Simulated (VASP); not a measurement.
# Ni (Fm-3m) in VASP: notebook

Runs on Ni. Level: PBE. Tasks: single point.

Program: VASP 6.6.1. These are calculated values, not measurements. Logs are shortened: lines on timing, memory, paths and dates and some standing lists are left out, and cuts for length are marked.

**1. The cell of the first run**

Symmetry: Fm-3m, No. 225, cubic system. Conventional cell: a = 3.517 Å, b = 3.517 Å, c = 3.517 Å, α = 90.00°, β = 90.00°, γ = 90.00°. Within 3.3 Å of Ni (site symmetry m-3m) lie 12 Ni at 2.49 Å.

**2. Single point, PBE, collinear spin**

The input, INCAR:

```
SYSTEM = Ni
PREC     = Accurate       ! precision mode
ENCUT    = 520            ! plane-wave cutoff, eV
EDIFF    = 1E-6           ! SCF threshold, eV
ISMEAR   = -1             ! smearing method
SIGMA    = 0.1            ! smearing width, eV
LREAL    = .FALSE.        ! projectors in reciprocal space
LASPH    = .TRUE.         ! aspherical terms in the spheres
NELM     = 150            ! most SCF steps
ALGO     = Normal         ! electronic algorithm
ISIF     = 2              ! what is computed and relaxed
LWAVE    = .FALSE.        ! write WAVECAR
LCHARG   = .TRUE.         ! write CHGCAR
ISPIN    = 2              ! spin polarisation
MAGMOM   = 0 2            ! initial moments
LORBIT   = 11             ! projections on sites
LMAXMIX  = 4              ! l up to which the mixer works
GGA      = PE             ! functional
LELF     = .TRUE.         ! ELF
LVHAR    = .TRUE.       
NBANDS   = 21             ! bands
ISYM     = 0
```

The input, KPOINTS:

```
Automatic mesh
0
G
  8 11 13
  0 0 0
```

The input, POSCAR:

```
Ni
1.0
   -1.7584000000     -1.7584000000     -3.5168000000
    1.7584000000     -1.7584000000      0.0000000000
   -1.7584000000     -1.7584000000      0.0000000000
Ni
2
Direct
    0.0000000000      0.0000000000      0.0000000000
    0.5000000000      0.5000000000      0.0000000000
```

Potentials or basis: VASP PAW PBE potentials, release 64 (Ni).

Run with:

```bash
$ cat potpaw_PBE.64/Ni/POTCAR > POTCAR
$ mpirun -np 1 vasp_std > vasp.out
```

OUTCAR:

```text
SYSTEM = Ni
   PREC = Accurate
   ENCUT = 520
   EDIFF = 1E-6
   ISMEAR = -1
   LREAL = .FALSE.
   LASPH = .TRUE.
   NELM = 150
   ISIF = 2
   ISPIN = 2
   LORBIT = 11
   GGA = PE
   ISYM = 0

 ion  position               nearest neighbor table
   1  0.000  0.000  0.000-   2 2.49   2 2.49   2 2.49   2 2.49   2 2.49   2 2.49   2 2.49   2 2.49

   2  0.500  0.500  0.000-   1 2.49   1 2.49   1 2.49   1 2.49   1 2.49   1 2.49   1 2.49   1 2.49

IMPORTANT INFORMATION: All symmetrisations will be switched off!
NOSYMM: (Re-)initialisation of all symmetry stuff for point group C_1.

----------------------------------------------------------------------------------------

                                     Primitive cell

  volume of cell :      21.7477

  direct lattice vectors                    reciprocal lattice vectors
    -1.758400000 -1.758400000 -3.516800000     0.000000000  0.000000000 -0.284349409
     1.758400000 -1.758400000  0.000000000     0.284349409 -0.284349409  0.000000000
    -1.758400000 -1.758400000  0.000000000    -0.284349409 -0.284349409  0.284349409

  length of vectors
     4.307182764  2.486753128  2.486753128     0.284349409  0.402130790  0.492507623

  position of ions in fractional coordinates (direct lattice)
     0.000000000  0.000000000  0.000000000
     0.500000000  0.500000000  0.000000000

  ion indices of the primitive-cell ions
   primitive index   ion index
                 1           1
                 2           2

----------------------------------------------------------------------------------------

 KPOINTS: Automatic mesh

Automatic generation of k-mesh.
 Grid dimensions read from file:
 generate k-points for:    8   11   13

 Generating k-lattice:

  Cartesian coordinates                     Fractional coordinates (reciprocal lattice)
     0.000000000  0.000000000 -0.035543676     0.125000000  0.000000000  0.000000000
     0.025849946 -0.025849946  0.000000000     0.000000000  0.090909091  0.000000000
    -0.021873031 -0.021873031  0.021873031     0.000000000  0.000000000  0.076923077

  Length of vectors
     0.035543676  0.036557345  0.037885202

  Shift w.r.t. Gamma in fractional coordinates (k-lattice)
     0.000000000  0.000000000  0.000000000

 -----------------------------------------------------------------------------
|                                                                             |
|           W    W    AA    RRRRR   N    N  II  N    N   GGGG   !!!           |
|           W    W   A  A   R    R  NN   N  II  NN   N  G    G  !!!           |
|           W    W  A    A  R    R  N N  N  II  N N  N  G       !!!           |
|           W WW W  AAAAAA  RRRRR   N  N N  II  N  N N  G  GGG   !            |
|           WW  WW  A    A  R   R   N   NN  II  N   NN  G    G                |
|           W    W  A    A  R    R  N    N  II  N    N   GGGG   !!!           |
|                                                                             |
[... 87 lines left out ...]
   LORBIT       =     11    0 simple, 1 ext, 2 COOP (PROOUT), +10 PAW based schemes
   GGA     = PE    functional components
   LHFCALC =     F    Hartree Fock is set to
   AEXX    =    0.0000 exact exchange contribution
   IVDW    =     0    specifies the selected vdW correction
   LEPSILON=     F    determine dielectric tensor
   LRPA    =     F    only Hartree local field effects (RPA)
 spin polarized calculation
  energy-cutoff  :      520.00
  volume of cell :       21.75
 maximum number of plane-waves:       606
   NGX = 15   NGY =  9   NGZ =  9

 number of electron      20.0000023 magnetization       1.2213535

 Free energy of the ion-electron system (eV)
  ---------------------------------------------------
  ext. energy  EPLUGINS =         0.00000000
  ---------------------------------------------------
  free energy    TOTEN  =       -10.99715038 eV

  energy without entropy =      -10.88970578  energy(sigma->0) =      -10.94342808

 E-fermi :   9.3695     XC(G=0): -13.2590

 val. band max:        9.3678074343   @ k =  -0.3750  -0.2727   0.3846
 cond. band min:       9.3695386841   @ k =   0.1250   0.0000   0.0769
 fundamental gap:      0.0017312498
 Fermi energy:         9.3694591988

 spin component 1

 k-point     1 :       0.0000    0.0000    0.0000
  band No.  band energies     occupation
      1       0.3685      1.00000
      2       4.7334      1.00000
      3       5.2008      1.00000
      4       6.9656      1.00000
      5       6.9657      1.00000
      6       6.9670      1.00000
[... 565 lines left out ...]
     20      35.1121      0.00000
     21      39.7700      0.00000

 [... further k-points ...]

 spin component 2

 k-point     1 :       0.0000    0.0000    0.0000
  band No.  band energies     occupation
      1       0.3370      1.00000
      2       5.0789      1.00000
      3       5.7911      1.00000
      4       7.6881      1.00000
      5       7.6892      1.00000
      6       7.6902      1.00000
[... 565 lines left out ...]
     20      35.2024      0.00000
     21      39.7945      0.00000

 [... further k-points ...]
[... 5 lines left out ...]
  --------------------------------------------------------------------------------------
  -------------------------------------------------------------------------------------
  Total        0.0760311      0.0760288      0.0882658      0.0003203     -0.0013599     -0.0013614
  in kB        5.6012964      5.6011291      6.5026442      0.0235950     -0.1001845     -0.1002932
  external PRESSURE =       5.9016899 kB  Pullay stress =       0.0000000 kB

 VOLUME and BASIS-vectors are now :
 -----------------------------------------------------------------------------
  energy-cutoff  :      520.00
  volume of cell :       21.75
      direct lattice vectors                 reciprocal lattice vectors
    -1.758400000 -1.758400000 -3.516800000     0.000000000  0.000000000 -0.284349409
     1.758400000 -1.758400000  0.000000000     0.284349409 -0.284349409  0.000000000
    -1.758400000 -1.758400000  0.000000000    -0.284349409 -0.284349409  0.284349409

 POSITION                                       TOTAL-FORCE (eV/Angst)
 -----------------------------------------------------------------------------------
      0.00000      0.00000      0.00000         0.000000      0.000000      0.000000
      0.00000     -1.75840     -1.75840        -0.000000     -0.000000     -0.000000
 -----------------------------------------------------------------------------------
    total drift:                                0.000000      0.000000     -0.000000

  FREE ENERGIE OF THE ION-ELECTRON SYSTEM (eV)
  ---------------------------------------------------
  free  energy   TOTEN  =       -10.9971503793 eV

  energy  without entropy=      -10.8897057766  energy(sigma->0) =      -10.94342808

 total charge

# of ion       s       p       d       tot
------------------------------------------
    1        0.498   0.499   8.314   9.310
    2        0.498   0.499   8.315   9.311
--------------------------------------------------
tot          0.995   0.997  16.629  18.622

 magnetization (x)

# of ion       s       p       d       tot
------------------------------------------
    1       -0.006  -0.024   0.653   0.622
    2       -0.006  -0.024   0.652   0.622
--------------------------------------------------
tot         -0.013  -0.048   1.304   1.244
```

stdout:

```text
POSCAR found type information on POSCAR Ni
 POSCAR found :  1 types and       2 ions
 scaLAPACK will be used
 LDA part: xc-table for (Slater+PW92), standard interpolation
 -----------------------------------------------------------------------------
|                                                                             |
|           W    W    AA    RRRRR   N    N  II  N    N   GGGG   !!!           |
|           W    W   A  A   R    R  NN   N  II  NN   N  G    G  !!!           |
|           W    W  A    A  R    R  N N  N  II  N N  N  G       !!!           |
|           W WW W  AAAAAA  RRRRR   N  N N  II  N  N N  G  GGG   !            |
|           WW  WW  A    A  R   R   N   NN  II  N   NN  G    G                |
|           W    W  A    A  R    R  N    N  II  N    N   GGGG   !!!           |
|                                                                             |
|     Your reciprocal lattice and k-lattice belong to different lattice       |
|     classes:                                                                |
|                                                                             |
|        The reciprocal lattice is simple tetragonal,                         |
|        whereas your k-lattice is simple monoclinic.                         |
|                                                                             |
|     Results are often still useful ...                                      |
|                                                                             |
 -----------------------------------------------------------------------------

 POSCAR, INCAR and KPOINTS ok, starting setup
 FFT: planning ... GRIDC
 FFT: planning ... GRID_SOFT
 FFT: planning ... GRID
 WAVECAR not read
 entering main loop
```

Run time: 7.5 min. Hardware: 1 thread of Intel Xeon 8259CL, shared host; peak memory 0.43 GiB.

What came out:

| Item | Value |
| --- | --- |
| Free energy | -10.9972 eV |
| Pressure | 0.6 GPa |
| Net moment | 1.22 μB per cell |
| Site moments | Ni +0.62 μB |
| Valence electrons inside the program's atomic spheres | Ni 9.31 |

**3. Single point, PBE, collinear spin, antiferromagnetic start**

The input, INCAR:

```
SYSTEM = Ni
  ALGO = Normal
  EDIFF = 1E-6
  ENCUT = 520
  GGA = PE
  ISIF = 2
  ISMEAR = -1
  ISPIN = 2
  ISYM = 0
  LASPH = .True.
  LCHARG = .True.
  LELF = .True.
  LMAXMIX = 4
  LORBIT = 11
  LREAL = .False.
  LVHAR = .True.
  LWAVE = .False.
  MAGMOM = 2 -2
  NBANDS = 21
  NELM = 150
  PREC = Accurate
  SIGMA = 0.1
```

The input, KPOINTS:

```
k-points
0
Gamma
  8 11 13
  0 0 0
```

POSCAR is that of step 2.

Potentials or basis: VASP PAW PBE potentials, release 64 (Ni).

Run with:

```bash
$ cat potpaw_PBE.64/Ni/POTCAR > POTCAR
$ mpirun -np 1 vasp_std > vasp.out
```

Wall time 8.5 min (1 thread of Intel Xeon 8259CL, shared host); peak memory 0.44 GiB.

The run converged. Its results:

| Item | Value |
| --- | --- |
| Free energy | -10.9286 eV |
| Pressure | -0.3 GPa |
| Band gap on the k mesh | zero (filled and empty bands overlap) |
| Net moment | 0.00 μB per cell |
| Valence electrons inside the program's atomic spheres | Ni 9.31 |

Stress tensor (GPa, compression positive):
```
-0.25 -0.05 -0.01
-0.05 -0.25 -0.01
-0.01 -0.01 -0.37
```

Levels at points of the mesh, in eV from the Fermi level:
Spin up:
| k point | band 8 | band 9 | band 10 | band 11 | band 12 | band 13 |
| --- | --- | --- | --- | --- | --- | --- |
| (0.00, 0.00, 0.00) | -0.78 | -0.05 | 0.15 | 0.15 | 2.60 | 9.52 |
| (0.50, 0.00, 0.00) | -1.02 | -1.02 | -1.01 | -0.42 | -0.42 | 19.48 |
Spin down:
| k point | band 7 | band 8 | band 9 | band 10 | band 11 | band 12 | band 13 | band 14 |
| --- | --- | --- | --- | --- | --- | --- | --- | --- |
| (0.00, 0.00, 0.00) | -0.78 | -0.78 | -0.05 | 0.14 | 0.15 | 2.60 | 9.52 | 15.00 |
| (0.50, 0.00, 0.00) | -1.02 | -1.02 | -1.02 | -1.01 | -0.42 | -0.42 | 19.48 | 19.48 |
